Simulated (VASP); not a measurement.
# Cl2 in VASP: single point with RPBE

Aim: the single point of Cl2 with RPBE.

Program: VASP 6.6.1. These are calculated values, not measurements. Logs are shortened: lines on timing, memory, paths and dates and some standing lists are left out, and cuts for length are marked.

### Step 1. The cell of the first run

The cell holds a molecule in a box, 2 atoms: a = 12.000 Å, b = 12.300 Å, c = 12.600 Å, α = 90.00°, β = 90.00°, γ = 90.00°.

### Step 2. Single point, RPBE

File INCAR:

```
SYSTEM = Cl
PREC = Accurate ; ENCUT = 520
EDIFF = 1E-6 ; ISMEAR = -1
SIGMA = 0.01 ; LREAL = .FALSE.
LASPH = .TRUE. ; NELM = 100
ALGO = Normal ; ISIF = 2
LWAVE = .FALSE. ; LCHARG = .FALSE.
GGA = RP ; NBANDS = 14
```

File KPOINTS:

```
regular mesh
0
G
  1 1 1
  0 0 0
```

File POSCAR:

```
Cl
1.0
   12.0000000000      0.0000000000      0.0000000000
    0.0000000000     12.3000000000      0.0000000000
    0.0000000000      0.0000000000     12.6000000000
Cl
2
Direct
    0.5000000000      0.5000000000      0.4201050616
    0.5000000000      0.5000000000      0.5798949384
```

Potentials or basis: VASP PAW PBE potentials, release 64 (Cl).

Run with:

```console
> cat potpaw_PBE.64/Cl/POTCAR > POTCAR
> mpirun -np 1 vasp_gam > vasp.out
```

OUTCAR:

```text
SYSTEM = Cl
   PREC = Accurate
   ENCUT = 520
   EDIFF = 1E-6
   ISMEAR = -1
   LREAL = .FALSE.
   LASPH = .TRUE.
   NELM = 100
   ISIF = 2
   GGA = RP

 ion  position               nearest neighbor table
   1  0.500  0.500  0.420-   2 2.01
   2  0.500  0.500  0.580-   1 2.01

  LATTYP: Found a simple orthorhombic cell.
 ALAT       =    12.0000000000
 B/A-ratio  =     1.0250000000
 C/A-ratio  =     1.0500000000

  Lattice vectors:

 A1 = (  12.0000000000,   0.0000000000,   0.0000000000)
 A2 = (   0.0000000000,  12.3000000000,   0.0000000000)
 A3 = (   0.0000000000,   0.0000000000,  12.6000000000)

Analysis of symmetry for initial positions (statically):
=====================================================================
 Subroutine PRICEL returns:
 Original cell was already a primitive cell.

 Routine SETGRP: Setting up the symmetry group for a
 simple orthorhombic supercell.

 Subroutine GETGRP returns: Found  8 space group operations
 (whereof  8 operations were pure point group operations)
 out of a pool of  8 trial point group operations.

The static configuration has the point symmetry D_2h.

Analysis of symmetry for dynamics (positions and initial velocities):
=====================================================================
 Subroutine PRICEL returns:
 Original cell was already a primitive cell.

 Routine SETGRP: Setting up the symmetry group for a
 simple orthorhombic supercell.

 Subroutine GETGRP returns: Found  8 space group operations
 (whereof  8 operations were pure point group operations)
 out of a pool of  8 trial point group operations.

The dynamic configuration has the point symmetry D_2h.

 Subroutine INISYM returns: Found  8 space group operations
 (whereof  8 operations are pure point group operations),
 and found     1 'primitive' translations

----------------------------------------------------------------------------------------

                                     Primitive cell

  volume of cell :    1859.7600

  direct lattice vectors                    reciprocal lattice vectors
    12.000000000  0.000000000  0.000000000     0.083333333  0.000000000  0.000000000
     0.000000000 12.300000000  0.000000000     0.000000000  0.081300813  0.000000000
     0.000000000  0.000000000 12.600000000     0.000000000  0.000000000  0.079365079

  length of vectors
    12.000000000 12.300000000 12.600000000     0.083333333  0.081300813  0.079365079

  position of ions in fractional coordinates (direct lattice)
     0.500000000  0.500000000  0.420105062
     0.500000000  0.500000000  0.579894938

  ion indices of the primitive-cell ions
   primitive index   ion index
                 1           1
                 2           2

----------------------------------------------------------------------------------------

 KPOINTS: regular mesh

Automatic generation of k-mesh.
 Grid dimensions read from file:
 generate k-points for:    1    1    1

 Generating k-lattice:

  Cartesian coordinates                     Fractional coordinates (reciprocal lattice)
     0.083333333  0.000000000  0.000000000     1.000000000  0.000000000  0.000000000
     0.000000000  0.081300813  0.000000000     0.000000000  1.000000000  0.000000000
     0.000000000  0.000000000  0.079365079     0.000000000  0.000000000  1.000000000

  Length of vectors
     0.083333333  0.081300813  0.079365079

  Shift w.r.t. Gamma in fractional coordinates (k-lattice)
     0.000000000  0.000000000  0.000000000

 Subroutine IBZKPT returns following result:
 ===========================================

 Found      1 irreducible k-points:

 Following reciprocal coordinates:
            Coordinates               Weight
  0.000000  0.000000  0.000000      1.000000
   k-points           NKPTS =      1   k-points in BZ     NKDIM =      1   number of bands    NBANDS=     14
   number of dos      NEDOS =    301   number of ions     NIONS =      2
   total plane-waves  NPLWV = 829440
   dimension x,y,z NGX =    90 NGY =   96 NGZ =   96
   dimension x,y,z NGXF=   180 NGYF=  192 NGZF=  192
   ions per type =               2
   NGX,Y,Z   is equivalent  to a cutoff of  12.47, 12.98, 12.67 a.u.
   NGXF,Y,Z  is equivalent  to a cutoff of  24.94, 25.95, 25.33 a.u.
 SYSTEM =  Cl
   PREC   = accura    normal or accurate (medium, high low for compatibility)
   ISTART =      0    job   : 0-new  1-cont  2-samecut
   ICHARG =      2    charge: 1-file 2-atom 10-const
   ISPIN  =      1    spin polarized calculation?
   LNONCOLLINEAR =      F non collinear calculations
   LSORBIT =      F    spin-orbit coupling
   LASPH  =      T    aspherical Exc in radial PAW
   ENCUT  =  520.0 eV  38.22 Ry    6.18 a.u.  22.31 22.87 23.43*2*pi/ulx,y,z
   NELM   =    100;   NELMIN=  2; NELMDL= -5     # of ELM steps
   EDIFF  = 0.1E-05   stopping-criterion for ELM
   LREAL  =      F    real-space projection
   EDIFFG = 0.1E-04   stopping-criterion for IOM
   NSW    =      0    number of steps for IOM
   IBRION =     -1    ionic relax: 0-MD 1-quasi-New 2-CG
   NFREE  =      0    steps in history (QN), initial steepest desc. (CG)
   ISIF   =      2    stress and relaxation
   ISYM   =      2    0-nonsym 1-usesym 2-fastsym
   POTIM  = 0.5000    time-step for ionic-motion
   TEBEG  =    0.0;   TEEND  =   0.0 temperature during run
   PSTRESS=    0.0 pullay stress
   NELECT =      14.0000    total number of electrons
   NUPDOWN=      -1.0000    fix difference up-down
   EMIN   =  10.00;   EMAX   =-10.00  energy-range for DOS
   EFERMI =   0.00;   METHOD = LEGACY
   ISMEAR =    -1;   SIGMA  =   0.01  broadening in eV -4-tet -1-fermi 0-gaus
   EFERMI_NEDOS =   21; number of points for ismear=-14 and -15
   IALGO  =     38    algorithm
   IMIX   =      4    mixing-type and parameters
     AMIX     =   0.40;   BMIX     =  1.00
     AMIX_MAG =   1.60;   BMIX_MAG =  1.00
  volume/ion in A,a.u.               =     929.88      6275.14
  Fermi-wavevector in a.u.,A,eV,Ry     =   0.320847  0.606314  1.400625  0.102943
  Thomas-Fermi vector in A             =   1.207823
   LORBIT       =      0    0 simple, 1 ext, 2 COOP (PROOUT), +10 PAW based schemes
   GGA     = RP    functional components
   LHFCALC =     F    Hartree Fock is set to
   AEXX    =    0.0000 exact exchange contribution
   IVDW    =     0    specifies the selected vdW correction
   LEPSILON=     F    determine dielectric tensor
   LRPA    =     F    only Hartree local field effects (RPA)
 non-spin polarized calculation
  energy-cutoff  :      520.00
  volume of cell :     1859.76
 maximum number of plane-waves:     25042
 NGX is ok and might be reduce to    90
   NGX = 45   NGY = 45   NGZ = 47

 number of electron      14.0000001 magnetization

 Free energy of the ion-electron system (eV)
  ---------------------------------------------------
  ext. energy  EPLUGINS =         0.00000000
  ---------------------------------------------------
  free energy    TOTEN  =        -3.41044307 eV

  energy without entropy =       -3.41044307  energy(sigma->0) =       -3.41044307

 E-fermi :  -6.8222     XC(G=0):  -0.5488

 val. band max:       -7.1215827114   @ k =   0.0000   0.0000   0.0000
 cond. band min:      -4.1424178738   @ k =   0.0000   0.0000   0.0000
 fundamental gap:      2.9791648376
 Fermi energy:        -6.8222271824

 k-point     1 :       0.0000    0.0000    0.0000
  band No.  band energies     occupation
      1     -23.1889      2.00000
      2     -19.1339      2.00000
      3     -11.6950      2.00000
      4      -9.6701      2.00000
      5      -9.6701      2.00000
      6      -7.1216      2.00000
      7      -7.1216      2.00000
      8      -4.1424      0.00000
      9      -0.3966      0.00000
     10       0.6088      0.00000
     11       0.6483      0.00000
     12       0.7256      0.00000
     13       0.7608      0.00000
     14       0.8834      0.00000

------------------------ aborting loop because EDIFF is reached ----------------------------------------

  FORCE on cell =-STRESS in cart. coord.  units (eV):
  Direction    XX          YY          ZZ          XY          YZ          ZX
  --------------------------------------------------------------------------------------
  -------------------------------------------------------------------------------------
  Total       -0.0209895     -0.0217955     -0.4357199     -0.0000000      0.0000000      0.0000000
  in kB       -0.0180824     -0.0187767     -0.3753713     -0.0000000      0.0000000      0.0000000
  external PRESSURE =      -0.1374101 kB  Pullay stress =       0.0000000 kB

 VOLUME and BASIS-vectors are now :
 -----------------------------------------------------------------------------
  energy-cutoff  :      520.00
  volume of cell :     1859.76
      direct lattice vectors                 reciprocal lattice vectors
    12.000000000  0.000000000  0.000000000     0.083333333  0.000000000  0.000000000
     0.000000000 12.300000000  0.000000000     0.000000000  0.081300813  0.000000000
     0.000000000  0.000000000 12.600000000     0.000000000  0.000000000  0.079365079

 POSITION                                       TOTAL-FORCE (eV/Angst)
 -----------------------------------------------------------------------------------
      6.00000      6.15000      5.29332         0.000000      0.000000      0.205437
      6.00000      6.15000      7.30668         0.000000      0.000000     -0.205437
 -----------------------------------------------------------------------------------
    total drift:                                0.000000     -0.000000      0.000000

  FREE ENERGIE OF THE ION-ELECTRON SYSTEM (eV)
  ---------------------------------------------------
  free  energy   TOTEN  =        -3.4104430700 eV

  energy  without entropy=       -3.4104430700  energy(sigma->0) =       -3.41044307
```

It took 92 s on 1 thread of Intel Xeon Platinum 8375C at 2.90GHz (Ice Lake), shared host; peak memory 1.2 GiB.

Results:

```
Free energy                     : -3.4104 eV
Largest force                   : 0.205 eV/Å
Gap between the frontier levels : 2.98 eV
```

Forces in eV/Å, atoms in the order of the input:
```
Cl   0.000  0.000  0.205
Cl   0.000  0.000 -0.205
```

Levels at points of the mesh, in eV from the valence-band top:
```tsv
k point	band 5	band 6	band 7	band 8	band 9	band 10
(0.00, 0.00, 0.00)	-2.55	0.00	0.00	2.98	6.72	7.73
```

Caveat: the PAW data sets were made with another functional, which shifts forces and pressure a little.
